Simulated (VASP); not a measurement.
# CsLi26H27 (a cell with a defect) in VASP: single point with PBE

Aim: the single point of CsLi26H27 (a cell with a defect) with PBE.

Program: VASP 6.6.1. These are calculated values, not measurements. Logs are shortened: lines on timing, memory, paths and dates and some standing lists are left out, and cuts for length are marked.

### 1 The cell of the first run

The cell holds a defect, 54 atoms: a = 8.522 Å, b = 8.522 Å, c = 8.522 Å, α = 60.00°, β = 60.00°, γ = 60.00°.

### 2 Single point, PBE

INCAR reads:

```
SYSTEM = CsLi26H27
PREC = Accurate
ENCUT = 520
EDIFF = 1E-6
ISMEAR = -1
SIGMA = 0.01
LREAL = Auto
LASPH = .TRUE.
NELM = 80
ALGO = Normal
ISIF = 2
LWAVE = .FALSE.
LCHARG = .FALSE.
GGA = PE
NBANDS = 90
```

KPOINTS reads:

```
Automatic mesh
0
G
  3 3 3
  0 0 0
```

POSCAR reads:

```
CsLi26H27
1.0
    0.0000000000      6.0258581757      6.0258581757
    6.0258581757      0.0000000000      6.0258581757
    6.0258581757      6.0258581757      0.0000000000
Cs Li H
1 26 27
Direct
    0.0000000000      0.0000000000      0.0000000000
    0.0000000000      0.0000000000      0.3472680149
    0.0000000000      0.0000000000      0.6527319851
    0.0000000000      0.3472680149      0.0000000000
   -0.0058404312      0.3352801437      0.3352801437
    0.0000000000      0.3472680149      0.6527319851
    0.0000000000      0.6527319851      0.0000000000
    0.0000000000      0.6527319851      0.3472680149
    0.0058404312      0.6647198563      0.6647198563
    0.3472680149      0.0000000000      0.0000000000
    0.3352801437     -0.0058404312      0.3352801437
    0.3472680149      0.0000000000      0.6527319851
    0.3352801437      0.3352801437     -0.0058404312
    0.3352801437      0.3352801437      0.3352801437
    0.3396008993      0.3396008993      0.6603991007
    0.3472680149      0.6527319851      0.0000000000
    0.3396008993      0.6603991007      0.3396008993
    0.3396008993      0.6603991007      0.6603991007
    0.6527319851      0.0000000000      0.0000000000
    0.6527319851      0.0000000000      0.3472680149
    0.6647198563      0.0058404312      0.6647198563
    0.6527319851      0.3472680149      0.0000000000
    0.6603991007      0.3396008993      0.3396008993
    0.6603991007      0.3396008993      0.6603991007
    0.6647198563      0.6647198563      0.0058404312
    0.6603991007      0.6603991007      0.3396008993
    0.6647198563      0.6647198563      0.6647198563
    0.1647588803      0.1647588803      0.1647588803
    0.1647588803      0.1647588803      0.5057233590
    0.2023149724      0.2023149724      0.7976850276
    0.1647588803      0.5057233590      0.1647588803
    0.1670028974      0.5000000000      0.5000000000
    0.1670028974      0.5000000000      0.8329971026
    0.2023149724      0.7976850276      0.2023149724
    0.1670028974      0.8329971026      0.5000000000
    0.2023149724      0.7976850276      0.7976850276
    0.5057233590      0.1647588803      0.1647588803
    0.5000000000      0.1670028974      0.5000000000
    0.5000000000      0.1670028974      0.8329971026
    0.5000000000      0.5000000000      0.1670028974
    0.5000000000      0.5000000000      0.5000000000
    0.5000000000      0.5000000000      0.8329971026
    0.5000000000      0.8329971026      0.1670028974
    0.5000000000      0.8329971026      0.5000000000
    0.4942766410      0.8352411197      0.8352411197
    0.7976850276      0.2023149724      0.2023149724
    0.8329971026      0.1670028974      0.5000000000
    0.7976850276      0.2023149724      0.7976850276
    0.8329971026      0.5000000000      0.1670028974
    0.8329971026      0.5000000000      0.5000000000
    0.8352411197      0.4942766410      0.8352411197
    0.7976850276      0.7976850276      0.2023149724
    0.8352411197      0.8352411197      0.4942766410
    0.8352411197      0.8352411197      0.8352411197
```

Potentials or basis: VASP PAW PBE potentials, release 64 (Cs_sv, Li_sv, H).

On the command line:

```console
cat potpaw_PBE.64/Cs_sv/POTCAR potpaw_PBE.64/Li_sv/POTCAR potpaw_PBE.64/H/POTCAR > POTCAR
mpirun -np 1 vasp_std > vasp.out
```

OUTCAR:

```text
SYSTEM = CsLi26H27
   PREC = Accurate
   ENCUT = 520
   EDIFF = 1E-6
   ISMEAR = -1
   LREAL = Auto
   LASPH = .TRUE.
   NELM = 80
   ISIF = 2
   GGA = PE

 ion  position               nearest neighbor table
   1  0.000  0.000  0.000-
   2  0.000  0.000  0.347-   3 2.60
   3  0.000  0.000  0.653-   2 2.60
   4  0.000  0.347  0.000-   7 2.60
   5  0.994  0.335  0.335-
   6  0.000  0.347  0.653-   8 2.60
   7  0.000  0.653  0.000-   4 2.60
   8  0.000  0.653  0.347-   6 2.60
   9  0.006  0.665  0.665-
  10  0.347  0.000  0.000-  19 2.60
  11  0.335  0.994  0.335-
  12  0.347  0.000  0.653-  20 2.60
  13  0.335  0.335  0.994-
  14  0.335  0.335  0.335-
  15  0.340  0.340  0.660-  30 1.65
  16  0.347  0.653  0.000-  22 2.60
  17  0.340  0.660  0.340-  34 1.65
  18  0.340  0.660  0.660-  36 1.65
  19  0.653  0.000  0.000-  10 2.60
  20  0.653  0.000  0.347-  12 2.60
  21  0.665  0.006  0.665-
  22  0.653  0.347  0.000-  16 2.60
  23  0.660  0.340  0.340-  46 1.65
  24  0.660  0.340  0.660-  48 1.65
  25  0.665  0.665  0.006-
  26  0.660  0.660  0.340-  52 1.65
  27  0.665  0.665  0.665-
  28  0.165  0.165  0.165-
  29  0.165  0.165  0.506-
  30  0.202  0.202  0.798-  15 1.65
  31  0.165  0.506  0.165-
  32  0.167  0.500  0.500-
  33  0.167  0.500  0.833-
  34  0.202  0.798  0.202-  17 1.65
  35  0.167  0.833  0.500-
  36  0.202  0.798  0.798-  18 1.65
  37  0.506  0.165  0.165-
  38  0.500  0.167  0.500-
  39  0.500  0.167  0.833-
  40  0.500  0.500  0.167-
  41  0.500  0.500  0.500-
  42  0.500  0.500  0.833-
  43  0.500  0.833  0.167-
  44  0.500  0.833  0.500-
  45  0.494  0.835  0.835-
  46  0.798  0.202  0.202-  23 1.65
  47  0.833  0.167  0.500-
  48  0.798  0.202  0.798-  24 1.65
  49  0.833  0.500  0.167-
  50  0.833  0.500  0.500-
  51  0.835  0.494  0.835-
  52  0.798  0.798  0.202-  26 1.65
  53  0.835  0.835  0.494-
  54  0.835  0.835  0.835-

  LATTYP: Found a face centered cubic cell.
 ALAT       =    12.0517163514

  Lattice vectors:

 A1 = (   0.0000000000,   6.0258581757,   6.0258581757)
 A2 = (   6.0258581757,   0.0000000000,   6.0258581757)
 A3 = (   6.0258581757,   6.0258581757,   0.0000000000)

Analysis of symmetry for initial positions (statically):
=====================================================================
 Subroutine PRICEL returns:
 Original cell was already a primitive cell.

 Routine SETGRP: Setting up the symmetry group for a
 face centered cubic supercell.

 Subroutine GETGRP returns: Found 48 space group operations
 (whereof 48 operations were pure point group operations)
 out of a pool of 48 trial point group operations.

The static configuration has the point symmetry O_h .

Analysis of symmetry for dynamics (positions and initial velocities):
=====================================================================
 Subroutine PRICEL returns:
 Original cell was already a primitive cell.

 Routine SETGRP: Setting up the symmetry group for a
 face centered cubic supercell.

 Subroutine GETGRP returns: Found 48 space group operations
 (whereof 48 operations were pure point group operations)
 out of a pool of 48 trial point group operations.

The dynamic configuration has the point symmetry O_h .

 Subroutine INISYM returns: Found 48 space group operations
 (whereof 48 operations are pure point group operations),
 and found     1 'primitive' translations

----------------------------------------------------------------------------------------

                                     Primitive cell

  volume of cell :     437.6095

  direct lattice vectors                    reciprocal lattice vectors
     0.000000000  6.025858176  6.025858176    -0.082975733  0.082975733  0.082975733
     6.025858176  0.000000000  6.025858176     0.082975733 -0.082975733  0.082975733
     6.025858176  6.025858176  0.000000000     0.082975733  0.082975733 -0.082975733

  length of vectors
     8.521850357  8.521850357  8.521850357     0.143718186  0.143718186  0.143718186

  position of ions in fractional coordinates (direct lattice)
     0.000000000  0.000000000  0.000000000
     0.000000000  0.000000000  0.347268015
     0.000000000  0.000000000  0.652731985
     0.000000000  0.347268015  0.000000000
     0.994159569  0.335280144  0.335280144
     0.000000000  0.347268015  0.652731985
[... 46 lines left out ...]
     0.835241120  0.835241120  0.494276641
     0.835241120  0.835241120  0.835241120

  ion indices of the primitive-cell ions
   primitive index   ion index
                 1           1
                 2           2
                 3           3
                 4           4
                 5           5
                 6           6
[... 46 lines left out ...]
                53          53
                54          54

----------------------------------------------------------------------------------------

 KPOINTS: Automatic mesh

Automatic generation of k-mesh.
 Grid dimensions read from file:
 generate k-points for:    3    3    3

 Generating k-lattice:

  Cartesian coordinates                     Fractional coordinates (reciprocal lattice)
    -0.027658578  0.027658578  0.027658578     0.333333333  0.000000000  0.000000000
     0.027658578 -0.027658578  0.027658578     0.000000000  0.333333333  0.000000000
     0.027658578  0.027658578 -0.027658578     0.000000000  0.000000000  0.333333333

  Length of vectors
     0.047906062  0.047906062  0.047906062

  Shift w.r.t. Gamma in fractional coordinates (k-lattice)
     0.000000000  0.000000000  0.000000000

 Subroutine IBZKPT returns following result:
 ===========================================

 Found      4 irreducible k-points:

 Following reciprocal coordinates:
            Coordinates               Weight
  0.000000  0.000000  0.000000      1.000000
  0.333333  0.000000  0.000000      8.000000
  0.333333  0.333333  0.000000      6.000000
 -0.333333  0.333333  0.000000     12.000000
   k-points           NKPTS =      4   k-points in BZ     NKDIM =      4   number of bands    NBANDS=     90
   number of dos      NEDOS =    301   number of ions     NIONS =     54
   total plane-waves  NPLWV = 262144
   dimension x,y,z NGX =    64 NGY =   64 NGZ =   64
   dimension x,y,z NGXF=   128 NGYF=  128 NGZF=  128
   ions per type =               1  26  27
   NGX,Y,Z   is equivalent  to a cutoff of  12.49, 12.49, 12.49 a.u.
   NGXF,Y,Z  is equivalent  to a cutoff of  24.97, 24.97, 24.97 a.u.
 SYSTEM =  CsLi26H27
   PREC   = accura    normal or accurate (medium, high low for compatibility)
   ISTART =      0    job   : 0-new  1-cont  2-samecut
   ICHARG =      2    charge: 1-file 2-atom 10-const
   ISPIN  =      1    spin polarized calculation?
   LNONCOLLINEAR =      F non collinear calculations
   LSORBIT =      F    spin-orbit coupling
   LASPH  =      T    aspherical Exc in radial PAW
   ENCUT  =  520.0 eV  38.22 Ry    6.18 a.u.  15.84 15.84 15.84*2*pi/ulx,y,z
   NELM   =     80;   NELMIN=  2; NELMDL= -5     # of ELM steps
   EDIFF  = 0.1E-05   stopping-criterion for ELM
   LREAL  =      T    real-space projection
   EDIFFG = 0.1E-04   stopping-criterion for IOM
   NSW    =      0    number of steps for IOM
   IBRION =     -1    ionic relax: 0-MD 1-quasi-New 2-CG
   NFREE  =      0    steps in history (QN), initial steepest desc. (CG)
   ISIF   =      2    stress and relaxation
   ISYM   =      2    0-nonsym 1-usesym 2-fastsym
   POTIM  = 0.5000    time-step for ionic-motion
   TEBEG  =    0.0;   TEEND  =   0.0 temperature during run
   PSTRESS=    0.0 pullay stress
   NELECT =     114.0000    total number of electrons
   NUPDOWN=      -1.0000    fix difference up-down
   EMIN   =  10.00;   EMAX   =-10.00  energy-range for DOS
   EFERMI =   0.00;   METHOD = LEGACY
   ISMEAR =    -1;   SIGMA  =   0.01  broadening in eV -4-tet -1-fermi 0-gaus
   EFERMI_NEDOS =   21; number of points for ismear=-14 and -15
   IALGO  =     38    algorithm
   IMIX   =      4    mixing-type and parameters
     AMIX     =   0.40;   BMIX     =  1.00
     AMIX_MAG =   1.60;   BMIX_MAG =  1.00
  volume/ion in A,a.u.               =       8.10        54.69
  Fermi-wavevector in a.u.,A,eV,Ry     =   1.045557  1.975815 14.873734  1.093189
  Thomas-Fermi vector in A             =   2.180357
   LORBIT       =      0    0 simple, 1 ext, 2 COOP (PROOUT), +10 PAW based schemes
   GGA     = PE    functional components
   LHFCALC =     F    Hartree Fock is set to
   AEXX    =    0.0000 exact exchange contribution
   IVDW    =     0    specifies the selected vdW correction
   LEPSILON=     F    determine dielectric tensor
   LRPA    =     F    only Hartree local field effects (RPA)
 non-spin polarized calculation
  energy-cutoff  :      520.00
  volume of cell :      437.61
 maximum number of plane-waves:     11806
   NGX = 31   NGY = 31   NGZ = 31

 number of electron     114.0000012 magnetization

 Free energy of the ion-electron system (eV)
  ---------------------------------------------------
  ext. energy  EPLUGINS =         0.00000000
  ---------------------------------------------------
  free energy    TOTEN  =      -158.78953184 eV

  energy without entropy =     -158.78953184  energy(sigma->0) =     -158.78953184

 E-fermi :   1.0645     XC(G=0):  -8.7345

 val. band max:        0.8239282507   @ k =   0.3333   0.0000   0.0000
 cond. band min:       3.7935816797   @ k =   0.3333   0.3333   0.0000
 fundamental gap:      2.9696534290
 Fermi energy:         1.0644527481

 k-point     1 :       0.0000    0.0000    0.0000
  band No.  band energies     occupation
      1     -43.9789      2.00000
      2     -43.9585      2.00000
      3     -43.9585      2.00000
      4     -43.9585      2.00000
      5     -43.9504      2.00000
      6     -43.9456      2.00000
[... 61 lines left out ...]
     68       6.5009      0.00000
     69       6.5009      0.00000

 k-point     2 :       0.3333    0.0000    0.0000
  band No.  band energies     occupation
      1     -43.9752      2.00000
      2     -43.9660      2.00000
      3     -43.9565      2.00000
      4     -43.9565      2.00000
      5     -43.9509      2.00000
      6     -43.9509      2.00000
[... 61 lines left out ...]
     68       5.9984      0.00000
     69       6.0131      0.00000

 k-point     3 :       0.3333    0.3333    0.0000
  band No.  band energies     occupation
      1     -43.9743      2.00000
      2     -43.9626      2.00000
      3     -43.9593      2.00000
      4     -43.9593      2.00000
      5     -43.9568      2.00000
      6     -43.9455      2.00000
[... 61 lines left out ...]
     68       5.9596      0.00000
     69       6.0534      0.00000

 k-point     4 :      -0.3333    0.3333    0.0000
  band No.  band energies     occupation
      1     -43.9699      2.00000
      2     -43.9693      2.00000
      3     -43.9602      2.00000
      4     -43.9571      2.00000
      5     -43.9539      2.00000
      6     -43.9505      2.00000
[... 61 lines left out ...]
     68       5.8374      0.00000
     69       5.8425      0.00000
 [bands above 69 left out]

------------------------ aborting loop because EDIFF is reached ----------------------------------------

  FORCE on cell =-STRESS in cart. coord.  units (eV):
  Direction    XX          YY          ZZ          XY          YZ          ZX
  --------------------------------------------------------------------------------------
  -------------------------------------------------------------------------------------
  Total       11.8220413     11.8220413     11.8220413      0.0000000      0.0000000     -0.0000000
  in kB       43.2828989     43.2828989     43.2828989      0.0000000      0.0000000     -0.0000000
  external PRESSURE =      43.2828989 kB  Pullay stress =       0.0000000 kB

 VOLUME and BASIS-vectors are now :
 -----------------------------------------------------------------------------
  energy-cutoff  :      520.00
  volume of cell :      437.61
      direct lattice vectors                 reciprocal lattice vectors
     0.000000000  6.025858176  6.025858176    -0.082975733  0.082975733  0.082975733
     6.025858176  0.000000000  6.025858176     0.082975733 -0.082975733  0.082975733
     6.025858176  6.025858176  0.000000000     0.082975733  0.082975733 -0.082975733

 POSITION                                       TOTAL-FORCE (eV/Angst)
 -----------------------------------------------------------------------------------
      0.00000      0.00000      0.00000         0.000000     -0.000000      0.000000
      2.09259      2.09259      0.00000         0.011191      0.011191      0.000000
      3.93327      3.93327      0.00000        -0.011191     -0.011191      0.000000
      2.09259      0.00000      2.09259         0.011191     -0.000000      0.011191
      4.04070      8.01102      8.01102         0.008766     -0.008766     -0.008766
      6.02586      3.93327      2.09259         0.000000     -0.011191      0.011191
[... 46 lines left out ...]
      8.01149      8.01149     10.06609        -0.003336     -0.003336      0.003336
     10.06609     10.06609     10.06609         0.003336      0.003336      0.003336
 -----------------------------------------------------------------------------------
    total drift:                               -0.000000     -0.000000      0.000000

  FREE ENERGIE OF THE ION-ELECTRON SYSTEM (eV)
  ---------------------------------------------------
  free  energy   TOTEN  =      -158.7895318434 eV

  energy  without entropy=     -158.7895318434  energy(sigma->0) =     -158.78953184
```

Run time: 12 min. Hardware: 1 thread of Intel Xeon 8259CL, shared host; peak memory 0.59 GiB.

What came out:

- Free energy: -158.7895 eV
- Largest force: 0.035 eV/Å
- Band gap on the k mesh: 2.97 eV

Forces in eV/Å, atoms in the order of the input:
```
Cs   0.000  0.000  0.000
Li   0.011  0.011  0.000
Li  -0.011 -0.011  0.000
Li   0.011  0.000  0.011
Li   0.009 -0.009 -0.009
Li   0.000 -0.011  0.011
Li  -0.011  0.000 -0.011
Li   0.000  0.011 -0.011
Li  -0.009  0.009  0.009
Li   0.000  0.011  0.011
Li  -0.009  0.009 -0.009
Li  -0.011  0.000  0.011
Li  -0.009 -0.009  0.009
Li   0.009  0.009  0.009
Li   0.000  0.000  0.035
Li  -0.011  0.011  0.000
Li   0.000  0.035  0.000
Li  -0.035  0.000  0.000
Li   0.000 -0.011 -0.011
Li   0.011  0.000 -0.011
Li   0.009 -0.009  0.009
Li   0.011 -0.011  0.000
Li   0.035  0.000  0.000
Li   0.000 -0.035  0.000
Li   0.009  0.009 -0.009
Li   0.000  0.000 -0.035
Li  -0.009 -0.009 -0.009
H   -0.003 -0.003 -0.003
H    0.003  0.003 -0.003
H    0.000  0.000  0.011
H    0.003 -0.003  0.003
H    0.000 -0.004 -0.004
H    0.004  0.000 -0.004
H    0.000  0.011  0.000
H    0.004 -0.004  0.000
H   -0.011  0.000  0.000
H   -0.003  0.003  0.003
H   -0.004  0.000 -0.004
H    0.000  0.004 -0.004
H   -0.004 -0.004  0.000
H    0.000  0.000  0.000
H    0.004  0.004  0.000
H    0.000 -0.004  0.004
H    0.004  0.000  0.004
H    0.003 -0.003 -0.003
H    0.011  0.000  0.000
H   -0.004  0.004  0.000
H    0.000 -0.011  0.000
H   -0.004  0.000  0.004
H    0.000  0.004  0.004
H   -0.003  0.003 -0.003
H    0.000  0.000 -0.011
H   -0.003 -0.003  0.003
H    0.003  0.003  0.003
```

Levels at points of the mesh, in eV from the valence-band top:
```csv
k point,band 55,band 56,band 57,band 58,band 59,band 60
"(0.00, 0.00, 0.00)",-0.42,-0.42,-0.42,3.56,3.56,3.56
```

Caveat: the cutoff is under 1.25 times the usual one of these potentials, so pressure, stress and relaxed cells hold a basis-set (Pulay) error; spin-orbit coupling is left out, which moves the levels of the heavy elements.
